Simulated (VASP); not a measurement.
# Sr in VASP: a series of runs, part 2 of 2

VASP 6.6.1. The steps go on from the part before.

## Step 3: Single point, PBE

This run uses another cell than the first one, of 202.38 Å³/atom, 1.019 times its volume.

INCAR reads:

```
PREC     = Accurate       # precision mode
ENCUT    = 520            # plane-wave cutoff, eV
EDIFF    = 1E-6           # SCF threshold, eV
ISMEAR   = 0              # smearing method
SIGMA    = 0.1            # smearing width, eV
LREAL    = False          # projectors in reciprocal space
LASPH    = True           # aspherical terms in the spheres
NELM     = 60             # most SCF steps
ALGO     = Normal         # electronic algorithm
ISIF     = 2              # what is computed and relaxed
LWAVE    = False          # write WAVECAR
LCHARG   = False          # write CHGCAR
LDIPOL   = True         
IDIPOL   = 3            
DIPOL    = 0.5 0.5 0.261
GGA      = PE             # functional
NBANDS   = 22             # bands
```

KPOINTS reads:

```
Automatic mesh
0
Gamma
  4 4 1
```

POSCAR reads:

```
Sr
1.0
    4.1946307198      0.0000000000      0.0000000000
    0.0000000000      4.1946307198      0.0000000000
    0.0000000000      0.0000000000     34.5056969946
Sr
3
Direct
    1.0000000000      1.0000000000      0.3479567419
    1.0000000000      1.0000000000      0.1736962477
    0.5000000000      0.5000000000      0.2608264948
```

Potentials or basis: VASP PAW PBE potentials, release 64 (Sr_sv).

On the command line:

```sh
$ cat potpaw_PBE.64/Sr_sv/POTCAR > POTCAR
$ mpirun -np 1 vasp_std > vasp.out
```

OUTCAR:

```text
PREC = Accurate
   ENCUT = 520
   EDIFF = 1E-6
   ISMEAR = 0
   LREAL = False
   LASPH = True
   NELM = 60
   ISIF = 2
   GGA = PE

 ion  position               nearest neighbor table
   1  0.000  0.000  0.348-   3 4.22   3 4.22   3 4.22   3 4.22
   2  0.000  0.000  0.174-   3 4.22   3 4.22   3 4.22   3 4.22
   3  0.500  0.500  0.261-   1 4.22   2 4.22   1 4.22   2 4.22   1 4.22   2 4.22   1 4.22   2 4.22

  LATTYP: Found a simple tetragonal cell.
 ALAT       =     4.1946307198
 C/A-ratio  =     8.2261584629

  Lattice vectors:

 A1 = (   4.1946307198,   0.0000000000,   0.0000000000)
 A2 = (   0.0000000000,   4.1946307198,   0.0000000000)
 A3 = (   0.0000000000,   0.0000000000,  34.5056969946)

Analysis of symmetry for initial positions (statically):
=====================================================================
 Subroutine PRICEL returns:
 Original cell was already a primitive cell.

 Routine SETGRP: Setting up the symmetry group for a
 simple tetragonal supercell.

 Subroutine GETGRP returns: Found 16 space group operations
 (whereof  8 operations were pure point group operations)
[... 155 lines left out ...]

 val. band max:       -1.5941857534   @ k =   0.2500   0.2500   0.0000
 cond. band min:      -1.4017136617   @ k =   0.5000   0.5000   0.0000
 fundamental gap:      0.1924720917
 Fermi energy:        -1.4211840863

 k-point     1 :       0.0000    0.0000    0.0000
  band No.  band energies     occupation
      1     -38.4185      2.00000
      2     -38.4185      2.00000
      3     -37.7109      2.00000
      4     -20.4373      2.00000
      5     -20.4316      2.00000
      6     -20.3129      2.00000
[... 139 lines left out ...]
     21       0.5274      0.00000
     22       0.5878      0.00000

------------------------ aborting loop because EDIFF is reached ----------------------------------------

 vacuum level on the upper side and lower side of the slab       (xc-potential included)        -0.005        -0.006

  FORCE on cell =-STRESS in cart. coord.  units (eV):
  Direction    XX          YY          ZZ          XY          YZ          ZX
  --------------------------------------------------------------------------------------
  -------------------------------------------------------------------------------------
  Total        0.0101305      0.0101305     -0.0376947      0.0000000     -0.0000000      0.0000000
  in kB        0.0267340      0.0267340     -0.0994748      0.0000000     -0.0000000      0.0000000
  external PRESSURE =      -0.0153356 kB  Pullay stress =       0.0000000 kB

 VOLUME and BASIS-vectors are now :
 -----------------------------------------------------------------------------
  energy-cutoff  :      520.00
  volume of cell :      607.13
      direct lattice vectors                 reciprocal lattice vectors
     4.194630720  0.000000000  0.000000000     0.238400009  0.000000000  0.000000000
     0.000000000  4.194630720  0.000000000     0.000000000  0.238400009  0.000000000
     0.000000000  0.000000000 34.505696995     0.000000000  0.000000000  0.028980722

 POSITION                                       TOTAL-FORCE (eV/Angst)
 -----------------------------------------------------------------------------------
      0.00000      0.00000     12.00649         0.000000      0.000000     -0.004988
      0.00000      0.00000      5.99351        -0.000000      0.000000      0.004988
      2.09732      2.09732      9.00000        -0.000000     -0.000000      0.000000
 -----------------------------------------------------------------------------------
    total drift:                                0.000000     -0.000000      0.000073

  FREE ENERGIE OF THE ION-ELECTRON SYSTEM (eV)
  ---------------------------------------------------
  free  energy   TOTEN  =        -4.1850348020 eV

  energy  without entropy=       -4.1714028451  energy(sigma->0) =       -4.17821882

 vacuum level on the upper side and lower side of the slab         1.184         1.184
```

OSZICAR:

```text
N       E                     dE             d eps       ncg     rms          rms(c)
DAV:   1     0.194652316196E+03    0.19465E+03   -0.12068E+04   360   0.934E+02
DAV:   2     0.168595722348E+02   -0.17779E+03   -0.17453E+03   344   0.226E+02
DAV:   3    -0.334021803729E+01   -0.20200E+02   -0.20004E+02   444   0.588E+01
[... 16 lines left out ...]
DAV:  20    -0.418502952403E+01   -0.23912E-05   -0.38455E-07   266   0.114E-03    0.428E-04
DAV:  21    -0.418503184232E+01   -0.23183E-05   -0.20654E-07   246   0.117E-03    0.245E-04
DAV:  22    -0.418503321330E+01   -0.13710E-05   -0.66886E-08   244   0.622E-04    0.164E-04
DAV:  23    -0.418503472175E+01   -0.15085E-05   -0.53450E-08   238   0.455E-04    0.232E-04
DAV:  24    -0.418503480200E+01   -0.80245E-07   -0.96015E-09   242   0.273E-04
   1 F= -.41850348E+01 E0= -.41782188E+01  d E =-.136320E-01
```

Run time: 91 s. Hardware: 1 thread of Intel Xeon 6975P-C (Granite Rapids), shared host; peak memory 0.57 GiB.

Results:

```yaml
Free_energy: -4.1850 eV
Largest_force: 0.005 eV/Å
```

Forces on the atoms (eV/Å):
```
Sr   0.000  0.000 -0.005
Sr   0.000  0.000  0.005
Sr   0.000  0.000  0.000
```

Caveat: the k points lie up to 0.37 Å⁻¹ apart.

## Step 4: Single point, PBE

This run uses another cell than the first one, of 211.44 Å³/atom, 1.065 times its volume.

INCAR reads:

```
PREC = Accurate
ENCUT = 520
EDIFF = 1E-6
ISMEAR = 0
SIGMA = 0.1
LREAL = F
LASPH = T
NELM = 100
ALGO = Normal
ISIF = 2
LWAVE = F
LCHARG = F
LDIPOL = T
IDIPOL = 3
DIPOL = 0.5 0.5 0.280
GGA = PE
NBANDS = 22
```

KPOINTS is that of step 3.

POSCAR reads:

```
Sr
1.0
    4.4391539991      0.0000000000      0.0000000000
    0.0000000000      4.4391539991      0.0000000000
    0.0000000000      0.0000000000     32.1890232467
Sr
3
Direct
    1.0000000000      1.0000000000      0.3627455284
    1.0000000000      1.0000000000      0.1964513089
    0.5000000000      0.5000000000      0.2795984187
```

On the command line:

```sh
$ cat potpaw_PBE.64/Sr_sv/POTCAR > POTCAR
$ mpirun -np 1 vasp_std > vasp.out
```

Wall time 1.8 min (1 thread of Intel Xeon 6975P-C (Granite Rapids), shared host); peak memory 0.62 GiB.

Results (log left out):

```yaml
Free_energy: -4.0782 eV
Largest_force: 0.143 eV/Å
Band_gap_on_the_k_mesh: zero (band 15 reaches -1.29 eV, above the bottom of band 16 at -1.34 eV)
```

Forces in eV/Å, atoms in the order of the input:
```
Sr   0.000  0.000  0.143
Sr   0.000  0.000 -0.143
Sr   0.000  0.000  0.000
```

Levels at points of the mesh, in eV from the Fermi level:
```
           k point  band 11  band 12  band 13  band 14  band 15  band 16  band 17  band 18  band 19  band 20
(0.00, 0.00, 0.00)   -18.38   -18.38    -3.34    -2.29    -0.97     0.23     0.60     0.62     0.90     2.23
(0.50, 0.00, 0.00)   -18.44   -18.38    -1.38    -1.27    -0.97     0.09     0.34     0.88     0.98     1.71
(0.50, 0.50, 0.00)   -18.44   -18.44    -0.47    -0.47     0.13     0.40     0.40     0.47     0.47     1.70
```

## Step 5: Single point, PBE

This run uses another cell than the first one, of 202.38 Å³/atom, 1.019 times its volume.

INCAR reads:

```
SYSTEM = Sr
PREC = Accurate ; ENCUT = 520
EDIFF = 1E-7 ; ISMEAR = 0
SIGMA = 0.1 ; LREAL = .False.
LASPH = .True. ; NELM = 80
ALGO = Normal ; ISIF = 2
LWAVE = .False. ; LCHARG = .False.
LDIPOL = .True. ; IDIPOL = 3
DIPOL = 0.5 0.5 0.261 ; GGA = PE
NBANDS = 22
```

KPOINTS reads:

```
Automatic mesh
0
Gamma
  12 12 1
  0 0 0
```

POSCAR reads:

```
Sr
1.0
    4.1946307198      0.0000000000      0.0000000000
    0.0000000000      4.1946307198      0.0000000000
    0.0000000000      0.0000000000     34.5056969946
Sr
3
Direct
    1.0000000000      1.0000000000      0.3479567419
    1.0000000000      1.0000000000      0.1736962477
    0.5000000000      0.5000000000      0.2608264948
```

On the command line:

```sh
$ cat potpaw_PBE.64/Sr_sv/POTCAR > POTCAR
$ mpirun -np 1 vasp_std > vasp.out
```

Run time: 6.5 min. Hardware: 1 thread of Intel Xeon 6975P-C (Granite Rapids), shared host; peak memory 0.74 GiB.

The run converged. Its results:

```
Free energy : -4.1541 eV
```

Levels at points of the mesh, in eV from the Fermi level:
```
           k point  band 11  band 12  band 13  band 14  band 15  band 16  band 17  band 18  band 19  band 20
(0.00, 0.00, 0.00)   -18.38   -18.38    -3.41    -2.54    -1.33     0.34     0.43     0.44     0.87     1.63
(0.50, 0.00, 0.00)   -18.44   -18.37    -1.27    -1.12    -0.98     0.07     0.31     0.64     0.77     1.51
(0.50, 0.50, 0.00)   -18.48   -18.43    -0.46    -0.39    -0.05     0.36     0.36     0.74     0.74     1.87
```

## Step 6: Single point, PBE

This run uses another cell than the first one, of 206.55 Å³/atom, 1.040 times its volume.

INCAR reads:

```
ALGO = Normal
DIPOL = 0.5 0.5 0.251
EDIFF = 1E-7
ENCUT = 520
GGA = PE
IDIPOL = 3
ISIF = 2
ISMEAR = 0
LASPH = T
LCHARG = F
LDIPOL = T
LREAL = F
LWAVE = F
NBANDS = 22
NELM = 60
PREC = Accurate
SIGMA = 0.1
```

KPOINTS reads:

```
k-points
0
Gamma
  12 12 1
```

POSCAR reads:

```
Sr
1.0
    4.1588818482      0.0000000000      0.0000000000
    0.0000000000      4.1588818482      0.0000000000
    0.0000000000      0.0000000000     35.8259596220
Sr
3
Direct
    1.0000000000      1.0000000000      0.3357240626
    1.0000000000      1.0000000000      0.1667049075
    0.5000000000      0.5000000000      0.2512144850
```

Potentials or basis: VASP PAW PBE potentials, release 64 (Sr_sv).

On the command line:

```sh
$ cat potpaw_PBE.64/Sr_sv/POTCAR > POTCAR
$ mpirun -np 1 vasp_std > vasp.out
```

Wall time 7.4 min (1 thread of Intel Xeon 6975P-C (Granite Rapids), shared host); peak memory 0.73 GiB.

The run converged. Its results:

```
Free energy : -4.1555 eV
```

Forces in eV/Å, atoms in the order of the input:
```
Sr   0.000  0.000  0.002
Sr   0.000  0.000 -0.002
Sr   0.000  0.000  0.000
```

Levels at points of the mesh, in eV from the Fermi level:
| k point | band 12 | band 13 | band 14 | band 15 | band 16 | band 17 | band 18 | band 19 |
| --- | --- | --- | --- | --- | --- | --- | --- | --- |
| (0.00, 0.00, 0.00) | -18.36 | -3.42 | -2.57 | -1.37 | 0.32 | 0.42 | 0.45 | 0.87 |
| (0.50, 0.00, 0.00) | -18.35 | -1.26 | -1.10 | -0.98 | 0.09 | 0.31 | 0.61 | 0.77 |
| (0.50, 0.50, 0.00) | -18.42 | -0.47 | -0.39 | -0.07 | 0.36 | 0.36 | 0.77 | 0.77 |

## Step 7: Overview

| cell | k mesh | gap on the mesh (eV) | largest force (eV/Å) |
| --- | --- | --- | --- |
| a = 4.468, b = 4.468, c = 29.837 Å, 3 atoms | 4 × 4 × 1 | none | 0.66 |
| a = 4.195, b = 4.195, c = 34.506 Å, 3 atoms | 4 × 4 × 1 | - | - |
| a = 4.439, b = 4.439, c = 32.189 Å, 3 atoms | 4 × 4 × 1 | none | 0.14 |
| a = 4.195, b = 4.195, c = 34.506 Å, 3 atoms | 12 × 12 × 1 | - | - |
| a = 4.159, b = 4.159, c = 35.826 Å, 3 atoms | 12 × 12 × 1 | - | - |

Alike in all rows: task single point; level PBE; potentials or basis VASP PAW PBE potentials, release 64 (Sr_sv); no spin polarisation; cutoff (eV) 520; smearing gaussian 0.1 eV.

Caveats: some runs use coarse meshes.

Absolute energies hang on the potentials; compare differences alone.
